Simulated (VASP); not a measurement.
# Ta2N (P-3m1) in VASP: a series of runs, part 2 of 2

VASP 6.6.1.

## (5) Single point, PBEsol (12.40 Å³/atom)

This run uses another cell than the first one, of 12.40 Å³/atom.

File INCAR:

```
PREC = Accurate
ENCUT = 520
EDIFF = 1E-6
ISMEAR = 0
SIGMA = 0.15
LREAL = F
LASPH = T
NELM = 60
ALGO = Normal
ISIF = 2
LWAVE = F
LCHARG = F
GGA = PS
NBANDS = 20
```

File KPOINTS:

```
regular mesh
0
Gamma
  18 18 10
```

File POSCAR:

```
Ta2N
1.0
    3.0154499057      0.0000000000      0.0000000000
   -1.5077249529      2.6114562222      0.0000000000
    0.0000000000      0.0000000000      4.7255041002
Ta N
2 1
Direct
    0.6666666667      0.3333333333      0.7463700642
    0.3333333333      0.6666666667      0.2536299358
    0.0000000000      0.0000000000      0.0000000000
```

Potentials or basis: VASP PAW PBE potentials, release 64 (Ta_pv, N).

The run is started by

```console
cat potpaw_PBE.64/Ta_pv/POTCAR potpaw_PBE.64/N/POTCAR > POTCAR
mpirun -np 1 vasp_std > vasp.out
```

OUTCAR:

```text
PREC = Accurate
   ENCUT = 520
   EDIFF = 1E-6
   ISMEAR = 0
   LREAL = F
   LASPH = T
   NELM = 60
   ISIF = 2
   GGA = PS

 ion  position               nearest neighbor table
   1  0.667  0.333  0.746-   3 2.11   3 2.11   3 2.11   2 2.91   2 2.91   2 2.91   2 2.96   2 2.96
                             2 2.96
   2  0.333  0.667  0.254-   3 2.11   3 2.11   3 2.11   1 2.91   1 2.91   1 2.91   1 2.96   1 2.96
                             1 2.96
   3  0.000  0.000  0.000-   1 2.11   2 2.11   1 2.11   2 2.11   1 2.11   2 2.11

  LATTYP: Found a hexagonal cell.
[... 749 lines left out ...]
  FORCE on cell =-STRESS in cart. coord.  units (eV):
  Direction    XX          YY          ZZ          XY          YZ          ZX
  --------------------------------------------------------------------------------------
  -------------------------------------------------------------------------------------
  Total        5.1723146      5.1723146      5.1749757     -0.0000000      0.0000000     -0.0000000
  in kB      222.6960456    222.6960456    222.8106172     -0.0000000      0.0000000     -0.0000000
  external PRESSURE =     222.7342361 kB  Pullay stress =       0.0000000 kB

 VOLUME and BASIS-vectors are now :
 -----------------------------------------------------------------------------
  energy-cutoff  :      520.00
  volume of cell :       37.21
      direct lattice vectors                 reciprocal lattice vectors
     3.015449906  0.000000000  0.000000000     0.331625473  0.191464056  0.000000000
    -1.507724953  2.611456222  0.000000000     0.000000000  0.382928112  0.000000000
     0.000000000  0.000000000  4.725504100     0.000000000  0.000000000  0.211617635

 POSITION                                       TOTAL-FORCE (eV/Angst)
 -----------------------------------------------------------------------------------
      1.50772      0.87049      3.52697        -0.000000     -0.000000     -0.545241
     -0.00000      1.74097      1.19853         0.000000      0.000000      0.545241
      0.00000      0.00000      0.00000         0.000000      0.000000      0.000000
 -----------------------------------------------------------------------------------
    total drift:                                0.000000     -0.000000      0.000000

  FREE ENERGIE OF THE ION-ELECTRON SYSTEM (eV)
  ---------------------------------------------------
  free  energy   TOTEN  =       -36.3366788997 eV

  energy  without entropy=      -36.3239782433  energy(sigma->0) =      -36.33032857
```

It took 1.9 min on 1 thread of AMD EPYC 9R45 (Zen 5), shared host; peak memory 0.29 GiB.

What came out:

- Free energy: -36.3367 eV
- Pressure: 22.3 GPa
- Largest force: 0.545 eV/Å
- Band gap on the k mesh: zero (an odd number of electrons rules out a gap without spin polarisation)

Forces on the atoms (eV/Å):
```
Ta   0.000  0.000 -0.545
Ta   0.000  0.000  0.545
N    0.000  0.000  0.000
```

Caveat: the cell stands under pressure; the PAW data sets were made with another functional, which shifts forces and pressure a little; spin-orbit coupling is left out, which moves the levels of the heavy elements.

## (6) Single point, PBEsol (12.40 Å³/atom)

This run uses another cell than the first one, of 12.40 Å³/atom.

File INCAR:

```
ALGO     = Normal         # electronic algorithm
EDIFF    = 1E-6           # SCF threshold, eV
ENCUT    = 520            # plane-wave cutoff, eV
GGA      = PS             # functional
ISIF     = 2              # what is computed and relaxed
ISMEAR   = 0              # smearing method
LASPH    = True           # aspherical terms in the spheres
LCHARG   = False          # write CHGCAR
LREAL    = False          # projectors in reciprocal space
LWAVE    = False          # write WAVECAR
NBANDS   = 20             # bands
NELM     = 60             # most SCF steps
PREC     = Accurate       # precision mode
SIGMA    = 0.15           # smearing width, eV
```

File KPOINTS:

```
k-points
0
Gamma
  18 18 10
```

File POSCAR:

```
Ta2N
1.0
    2.9554448551      0.0000000000      0.0000000000
   -1.4777224275      2.5594903240      0.0000000000
    0.0000000000      0.0000000000      4.9193379613
Ta N
2 1
Direct
    0.6666666667      0.3333333333      0.7463700642
    0.3333333333      0.6666666667      0.2536299358
    0.0000000000      0.0000000000      0.0000000000
```

Potentials or basis: VASP PAW PBE potentials, release 64 (Ta_pv, N).

The run is started by

```console
cat potpaw_PBE.64/Ta_pv/POTCAR potpaw_PBE.64/N/POTCAR > POTCAR
mpirun -np 1 vasp_std > vasp.out
```

Wall time 2 min (1 thread of AMD EPYC 9R45 (Zen 5), shared host); peak memory 0.3 GiB.

It converged, with:

- Free energy: -36.2686 eV
- Pressure: 22.7 GPa
- Largest force: 1.063 eV/Å
- Band gap on the k mesh: zero (an odd number of electrons rules out a gap without spin polarisation)

Forces on the atoms (eV/Å):
```
Ta   0.000  0.000 -1.063
Ta   0.000  0.000  1.063
N    0.000  0.000  0.000
```

Stress tensor (GPa, compression positive):
```
27.48  0.00  0.00
 0.00 27.48  0.00
 0.00  0.00 13.03
```

Levels at points of the mesh, in eV from the Fermi level:
| k point | band 11 | band 12 | band 13 | band 14 | band 15 | band 16 |
| --- | --- | --- | --- | --- | --- | --- |
| (0.00, 0.00, 0.00) | -4.97 | -1.33 | -0.25 | -0.25 | 0.30 | 0.83 |
| (0.50, 0.00, 0.00) | -5.06 | -2.49 | -1.11 | 1.22 | 2.77 | 4.41 |
| (0.00, 0.00, 0.50) | -3.47 | -2.90 | -0.97 | -0.97 | 1.68 | 2.58 |
| (0.50, 0.00, 0.50) | -3.86 | -2.01 | -1.96 | -0.47 | 1.15 | 4.31 |

Caveat: the cell stands under pressure; the PAW data sets were made with another functional, which shifts forces and pressure a little; spin-orbit coupling is left out, which moves the levels of the heavy elements.

## (7) Summary

```tsv
cell	gap on the mesh (eV)	pressure (GPa)	largest force (eV/Å)
a = 3.086, b = 3.086, c = 4.417 Å, angles 90.0, 90.0, 120.0°, 3 atoms	none	32.0	0.11
a = 2.905, b = 2.905, c = 4.983 Å, angles 90.0, 90.0, 120.0°, 3 atoms	none	32.2	1.55
a = 2.897, b = 2.897, c = 5.121 Å, angles 90.0, 90.0, 120.0°, 3 atoms	none	24.0	1.51
a = 3.015, b = 3.015, c = 4.726 Å, angles 90.0, 90.0, 120.0°, 3 atoms	none	22.3	0.55
a = 2.955, b = 2.955, c = 4.919 Å, angles 90.0, 90.0, 120.0°, 3 atoms	none	22.7	1.06
```

Alike in all rows: task single point; level PBEsol; potentials or basis VASP PAW PBE potentials, release 64 (Ta_pv, N); no spin polarisation; k mesh 18 × 18 × 10; cutoff (eV) 520; smearing gaussian 0.15 eV.

Caveats: the cell stands under pressure; the PAW data sets were made with another functional, which shifts forces and pressure a little; spin-orbit coupling is left out, which moves the levels of the heavy elements.

Absolute energies hang on the potentials; compare differences alone.
